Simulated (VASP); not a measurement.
# TiB2 (P6/mmm) in VASP: a series of runs

The runs below take TiB2 through single point, relaxation of cell and atoms, with PBE.

Everything below comes from runs of VASP 6.6.1. Logs are shortened: lines on timing, memory, paths and dates and some standing lists are left out, and cuts for length are marked.

### Step 1. The cell of the first run

The structure is hexagonal, space group P6/mmm (No. 191). Conventional cell: a = 3.214 Å, b = 3.214 Å, c = 3.107 Å, α = 90.00°, β = 90.00°, γ = 120.00°. Ti (site symmetry 6/mmm) has 12 B at 2.42 Å and 2 Ti at 3.11 Å within 3.2 Å. Within 2.5 Å of B (site symmetry -6m2) lie 3 B at 1.86 Å and 6 Ti at 2.42 Å.

### Step 2. Single point, PBE (biaxial strain in the a-b plane: +6.0 %)

INCAR

```
ALGO = Normal
EDIFF = 1E-6
ENCUT = 520
GGA = PE
ISIF = 2
ISMEAR = 0
LASPH = T
LCHARG = F
LREAL = F
LWAVE = F
NBANDS = 16
NELM = 80
PREC = Accurate
SIGMA = 0.1
```

KPOINTS

```
k-points
0
Gamma
  15 15 14
```

POSCAR

```
TiB2
1.0
    3.2140731664      0.0000000000      0.0000000000
   -1.6070365832      2.7834690118      0.0000000000
    0.0000000000      0.0000000000      3.1073440839
Ti B
1 2
Direct
    0.0000000000      0.0000000000      0.0000000000
    0.3333333333      0.6666666667      0.5000000000
    0.6666666667      0.3333333333      0.5000000000
```

Potentials or basis: VASP PAW PBE potentials, release 64 (Ti_sv, B).

The run is started by

```sh
> cat potpaw_PBE.64/Ti_sv/POTCAR potpaw_PBE.64/B/POTCAR > POTCAR
> mpirun -np 1 vasp_std > vasp.out
```

OUTCAR:

```text
EDIFF = 1E-6
   ENCUT = 520
   GGA = PE
   ISIF = 2
   ISMEAR = 0
   LASPH = T
   LREAL = F
   NELM = 80
   PREC = Accurate

 ion  position               nearest neighbor table
   1  0.000  0.000  0.000-   2 2.42   3 2.42   2 2.42   3 2.42   3 2.42   3 2.42   2 2.42   2 2.42
                             3 2.42   3 2.42   2 2.42   2 2.42
   2  0.333  0.667  0.500-   3 1.86   3 1.86   3 1.86   1 2.42   1 2.42   1 2.42   1 2.42   1 2.42
                             1 2.42
   3  0.667  0.333  0.500-   2 1.86   2 1.86   2 1.86   1 2.42   1 2.42   1 2.42   1 2.42   1 2.42
                             1 2.42

  LATTYP: Found a hexagonal cell.
 ALAT       =     3.2140731664
 C/A-ratio  =     0.9667932007

  Lattice vectors:

 A1 = (   3.2140731664,   0.0000000000,   0.0000000000)
 A2 = (  -1.6070365832,   2.7834690118,   0.0000000000)
 A3 = (   0.0000000000,   0.0000000000,   3.1073440839)

Analysis of symmetry for initial positions (statically):
=====================================================================
 Subroutine PRICEL returns:
 Original cell was already a primitive cell.

 Routine SETGRP: Setting up the symmetry group for a
 hexagonal supercell.

 Subroutine GETGRP returns: Found 24 space group operations
 (whereof 24 operations were pure point group operations)
 out of a pool of 24 trial point group operations.

The static configuration has the point symmetry D_6h.

Analysis of symmetry for dynamics (positions and initial velocities):
=====================================================================
 Subroutine PRICEL returns:
 Original cell was already a primitive cell.

 Routine SETGRP: Setting up the symmetry group for a
 hexagonal supercell.

 Subroutine GETGRP returns: Found 24 space group operations
 (whereof 24 operations were pure point group operations)
 out of a pool of 24 trial point group operations.

The dynamic configuration has the point symmetry D_6h.

 Subroutine INISYM returns: Found 24 space group operations
 (whereof 24 operations are pure point group operations),
 and found     1 'primitive' translations

----------------------------------------------------------------------------------------

                                     Primitive cell

  volume of cell :      27.7991

  direct lattice vectors                    reciprocal lattice vectors
     3.214073166  0.000000000  0.000000000     0.311131685  0.179631962  0.000000000
    -1.607036583  2.783469012  0.000000000     0.000000000  0.359263924  0.000000000
     0.000000000  0.000000000  3.107344084     0.000000000  0.000000000  0.321818239

  length of vectors
     3.214073166  3.214073166  3.107344084     0.359263924  0.359263924  0.321818239

  position of ions in fractional coordinates (direct lattice)
     0.000000000  0.000000000  0.000000000
     0.333333333  0.666666667  0.500000000
     0.666666667  0.333333333  0.500000000

  ion indices of the primitive-cell ions
   primitive index   ion index
                 1           1
                 2           2
                 3           3

----------------------------------------------------------------------------------------

 KPOINTS: k-points

Automatic generation of k-mesh.
 Grid dimensions read from file:
 generate k-points for:   15   15   14

 Generating k-lattice:

  Cartesian coordinates                     Fractional coordinates (reciprocal lattice)
     0.020742112  0.011975464  0.000000000     0.066666667 -0.000000000  0.000000000
     0.000000000  0.023950928  0.000000000     0.000000000  0.066666667  0.000000000
     0.000000000  0.000000000  0.022987017     0.000000000  0.000000000  0.071428571

  Length of vectors
     0.023950928  0.023950928  0.022987017

  Shift w.r.t. Gamma in fractional coordinates (k-lattice)
     0.000000000  0.000000000  0.000000000

 Subroutine IBZKPT returns following result:
 ===========================================

 Found    216 irreducible k-points:

 Following reciprocal coordinates:
            Coordinates               Weight
  0.000000  0.000000  0.000000      1.000000
  0.066667  0.000000  0.000000      6.000000
  0.133333  0.000000  0.000000      6.000000
  0.200000  0.000000  0.000000      6.000000
  0.266667  0.000000  0.000000      6.000000
  0.333333  0.000000  0.000000      6.000000
[... 16 lines left out ...]
  0.333333  0.200000  0.000000     12.000000
  0.400000  0.200000  0.000000      6.000000
 [... further k-points ...]
   k-points           NKPTS =    216   k-points in BZ     NKDIM =    216   number of bands    NBANDS=     16
   number of dos      NEDOS =    301   number of ions     NIONS =      3
   total plane-waves  NPLWV =  13824
   dimension x,y,z NGX =    24 NGY =   24 NGZ =   24
   dimension x,y,z NGXF=    48 NGYF=   48 NGZF=   48
   ions per type =               1   2
   NGX,Y,Z   is equivalent  to a cutoff of  12.41, 12.41, 12.84 a.u.
   NGXF,Y,Z  is equivalent  to a cutoff of  24.83, 24.83, 25.68 a.u.
 SYSTEM =  unknown system
   PREC   = accura    normal or accurate (medium, high low for compatibility)
   ISTART =      0    job   : 0-new  1-cont  2-samecut
   ICHARG =      2    charge: 1-file 2-atom 10-const
   ISPIN  =      1    spin polarized calculation?
   LNONCOLLINEAR =      F non collinear calculations
   LSORBIT =      F    spin-orbit coupling
   LASPH  =      T    aspherical Exc in radial PAW
   ENCUT  =  520.0 eV  38.22 Ry    6.18 a.u.   5.98  5.98  5.78*2*pi/ulx,y,z
   NELM   =     80;   NELMIN=  2; NELMDL= -5     # of ELM steps
   EDIFF  = 0.1E-05   stopping-criterion for ELM
   LREAL  =      F    real-space projection
   EDIFFG = 0.1E-04   stopping-criterion for IOM
   NSW    =      0    number of steps for IOM
   IBRION =     -1    ionic relax: 0-MD 1-quasi-New 2-CG
   NFREE  =      0    steps in history (QN), initial steepest desc. (CG)
   ISIF   =      2    stress and relaxation
   ISYM   =      2    0-nonsym 1-usesym 2-fastsym
   POTIM  = 0.5000    time-step for ionic-motion
   TEBEG  =    0.0;   TEEND  =   0.0 temperature during run
   PSTRESS=    0.0 pullay stress
   NELECT =      18.0000    total number of electrons
   NUPDOWN=      -1.0000    fix difference up-down
   EMIN   =  10.00;   EMAX   =-10.00  energy-range for DOS
   EFERMI =   0.00;   METHOD = LEGACY
   ISMEAR =     0;   SIGMA  =   0.10  broadening in eV -4-tet -1-fermi 0-gaus
   EFERMI_NEDOS =   21; number of points for ismear=-14 and -15
   IALGO  =     38    algorithm
   IMIX   =      4    mixing-type and parameters
     AMIX     =   0.40;   BMIX     =  1.00
     AMIX_MAG =   1.60;   BMIX_MAG =  1.00
  volume/ion in A,a.u.               =       9.27        62.53
  Fermi-wavevector in a.u.,A,eV,Ry     =   1.416300  2.676418 27.291993  2.005905
  Thomas-Fermi vector in A             =   2.537649
   LORBIT       =      0    0 simple, 1 ext, 2 COOP (PROOUT), +10 PAW based schemes
   GGA     = PE    functional components
   LHFCALC =     F    Hartree Fock is set to
   AEXX    =    0.0000 exact exchange contribution
   IVDW    =     0    specifies the selected vdW correction
   LEPSILON=     F    determine dielectric tensor
   LRPA    =     F    only Hartree local field effects (RPA)
 non-spin polarized calculation
 Gauss-broadening in eV      SIGMA  =   0.10
  energy-cutoff  :      520.00
  volume of cell :       27.80
 maximum number of plane-waves:       774
 NGX is ok and might be reduce to    24
   NGX = 11   NGY = 11   NGZ = 11

 number of electron      18.0000000 magnetization

 Free energy of the ion-electron system (eV)
  ---------------------------------------------------
  ext. energy  EPLUGINS =         0.00000000
  ---------------------------------------------------
  free energy    TOTEN  =       -24.08883050 eV

  energy without entropy =      -24.08668295  energy(sigma->0) =      -24.08775672

 E-fermi :   9.0816     XC(G=0): -12.4095

 val. band max:        9.0770331113   @ k =   0.0667   0.0000   0.4286
 cond. band min:       9.0892733717   @ k =   0.4000   0.2000   0.0000
 fundamental gap:      0.0122402603
 Fermi energy:         9.0816343965

 k-point     1 :       0.0000    0.0000    0.0000
  band No.  band energies     occupation
      1     -47.8644      2.00000
      2     -24.1120      2.00000
      3     -24.0037      2.00000
      4     -24.0037      2.00000
      5      -3.7808      2.00000
      6       6.1521      2.00000
[... 8 lines left out ...]
     15      13.8659      0.00000
     16      13.8724      0.00000

 k-point     2 :       0.0667    0.0000    0.0000
  band No.  band energies     occupation
      1     -47.8633      2.00000
      2     -24.1105      2.00000
      3     -24.0141      2.00000
      4     -24.0061      2.00000
      5      -3.7034      2.00000
      6       5.9175      2.00000
[... 8 lines left out ...]
     15      14.4510      0.00000
     16      14.5320      0.00000

 k-point     3 :       0.1333    0.0000    0.0000
  band No.  band energies     occupation
      1     -47.8601      2.00000
      2     -24.1062      2.00000
      3     -24.0434      2.00000
      4     -24.0130      2.00000
      5      -3.4737      2.00000
      6       5.2924      2.00000
[... 8 lines left out ...]
     15      15.4018      0.00000
     16      15.6554      0.00000

 k-point     4 :       0.2000    0.0000    0.0000
  band No.  band energies     occupation
      1     -47.8553      2.00000
      2     -24.0998      2.00000
      3     -24.0864      2.00000
      4     -24.0230      2.00000
      5      -3.0990      2.00000
      6       4.4339      2.00000
[... 8 lines left out ...]
     15      16.4707      0.00000
     16      16.5264      0.00000

 k-point     5 :       0.2667    0.0000    0.0000
  band No.  band energies     occupation
      1     -47.8499      2.00000
      2     -24.1353      2.00000
      3     -24.0925      2.00000
      4     -24.0346      2.00000
      5      -2.5899      2.00000
      6       3.4666      2.00000
[... 8 lines left out ...]
     15      15.9678      0.00000
     16      17.7500      0.00000

 k-point     6 :       0.3333    0.0000    0.0000
  band No.  band energies     occupation
      1     -47.8446      2.00000
      2     -24.1816      2.00000
      3     -24.0855      2.00000
      4     -24.0456      2.00000
      5      -1.9600      2.00000
      6       2.4645      2.00000
[... 8 lines left out ...]
     15      15.7724      0.00000
     16      17.9047      0.00000

 k-point     7 :       0.4000    0.0000    0.0000
  band No.  band energies     occupation
      1     -47.8405      2.00000
      2     -24.2176      2.00000
      3     -24.0801      2.00000
      4     -24.0542      2.00000
      5      -1.2245      2.00000
      6       1.4709      2.00000
[... 8 lines left out ...]
     15      15.9889      0.00000
     16      17.4680      0.00000

 k-point     8 :       0.4667   -0.0000    0.0000
  band No.  band energies     occupation
      1     -47.8383      2.00000
      2     -24.2372      2.00000
      3     -24.0771      2.00000
      4     -24.0588      2.00000
      5      -0.4031      2.00000
      6       0.5181      2.00000
[... 8 lines left out ...]
     15      16.1755      0.00000
     16      17.0928      0.00000

 k-point     9 :       0.0667    0.0667    0.0000
  band No.  band energies     occupation
      1     -47.8611      2.00000
      2     -24.1076      2.00000
      3     -24.0336      2.00000
      4     -24.0111      2.00000
      5      -3.5499      2.00000
      6       5.5108      2.00000
[... 8 lines left out ...]
     15      15.0180      0.00000
     16      15.4023      0.00000
[... 172 lines left out ...]
 k-point    19 :       0.3333    0.1333    0.0000
  band No.  band energies     occupation
      1     -47.8393      2.00000
      2     -24.2092      2.00000
      3     -24.0784      2.00000
      4     -24.0767      2.00000
      5      -1.0279      2.00000
      6       1.6067      2.00000
[... 8 lines left out ...]
     15      16.6836      0.00000
     16      17.7615      0.00000

 k-point    20 :       0.4000    0.1333    0.0000
  band No.  band energies     occupation
      1     -47.8372      2.00000
      2     -24.2248      2.00000
      3     -24.0834      2.00000
      4     -24.0757      2.00000
      5      -0.2254      2.00000
      6       0.6976      2.00000
[... 8 lines left out ...]
     15      16.8540      0.00000
     16      17.5012      0.00000

 k-point    21 :       0.2000    0.2000    0.0000
  band No.  band energies     occupation
      1     -47.8434      2.00000
      2     -24.1714      2.00000
      3     -24.0839      2.00000
      4     -24.0701      2.00000
      5      -1.8205      2.00000
      6       2.8197      2.00000
[... 8 lines left out ...]
     15      17.0029      0.00000
     16      17.5875      0.00000

 k-point    22 :       0.2667    0.2000    0.0000
  band No.  band energies     occupation
      1     -47.8395      2.00000
      2     -24.1932      2.00000
      3     -24.0904      2.00000
      4     -24.0787      2.00000
      5      -1.1556      2.00000
      6       2.1201      2.00000
[... 8 lines left out ...]
     15      17.3504      0.00000
     16      18.0705      0.00000

 k-point    23 :       0.3333    0.2000    0.0000
  band No.  band energies     occupation
      1     -47.8369      2.00000
      2     -24.2069      2.00000
      3     -24.1054      2.00000
      4     -24.0752      2.00000
      5      -0.4038      2.00000
      6       1.3133      2.00000
[... 8 lines left out ...]
     15      17.5240      0.00000
     16      17.9521      0.00000

 k-point    24 :       0.4000    0.2000    0.0000
  band No.  band energies     occupation
      1     -47.8360      2.00000
      2     -24.2114      2.00000
      3     -24.1109      2.00000
      4     -24.0740      2.00000
      5       0.2670      2.00000
      6       0.6156      2.00000
[... 8 lines left out ...]
     15      17.6157      0.00000
     16      17.8774      0.00000

 [... further k-points ...]
[... 5 lines left out ...]
  --------------------------------------------------------------------------------------
  -------------------------------------------------------------------------------------
  Total       -5.4333970     -5.4333970      0.7737919      0.0000000     -0.0000000      0.0000000
  in kB     -313.1486362   -313.1486363     44.5967557      0.0000000     -0.0000000      0.0000000
  external PRESSURE =    -193.9001723 kB  Pullay stress =       0.0000000 kB

 VOLUME and BASIS-vectors are now :
 -----------------------------------------------------------------------------
  energy-cutoff  :      520.00
  volume of cell :       27.80
      direct lattice vectors                 reciprocal lattice vectors
     3.214073166  0.000000000  0.000000000     0.311131685  0.179631962  0.000000000
    -1.607036583  2.783469012  0.000000000     0.000000000  0.359263924  0.000000000
     0.000000000  0.000000000  3.107344084     0.000000000  0.000000000  0.321818239

 POSITION                                       TOTAL-FORCE (eV/Angst)
 -----------------------------------------------------------------------------------
      0.00000      0.00000      0.00000        -0.000000      0.000000      0.000000
     -0.00000      1.85565      1.55367         0.000000      0.000000      0.000000
      1.60704      0.92782      1.55367         0.000000      0.000000     -0.000000
 -----------------------------------------------------------------------------------
    total drift:                               -0.000000      0.000000      0.000000

  FREE ENERGIE OF THE ION-ELECTRON SYSTEM (eV)
  ---------------------------------------------------
  free  energy   TOTEN  =       -24.0888304952 eV

  energy  without entropy=      -24.0866829464  energy(sigma->0) =      -24.08775672
```

It took 1.8 min on 1 thread of Intel Xeon 8259CL, shared host; peak memory 0.21 GiB.

Results:

| Quantity | Value |
| --- | --- |
| Free energy | -24.0888 eV |
| Pressure | -19.4 GPa |
| Band gap on the k mesh | zero (band 9 reaches 9.59 eV, above the bottom of band 10 at 8.44 eV) |

Stress tensor (GPa, compression positive):
```
-31.31   0.00   0.00
  0.00 -31.31   0.00
  0.00   0.00   4.46
```

Levels at points of the mesh, in eV from the Fermi level:
```tsv
k point	band 7	band 8	band 9	band 10	band 11	band 12
(0.00, 0.00, 0.00)	-2.93	-1.62	-1.08	1.86	1.86	3.92
(0.00, 0.00, 0.50)	-0.71	-0.71	-0.64	-0.64	0.46	0.46
```

Caveat: the cell differs from its parent crystal (biaxial strain in the a-b plane: +6.0 %).

[end of part 1 of 2]
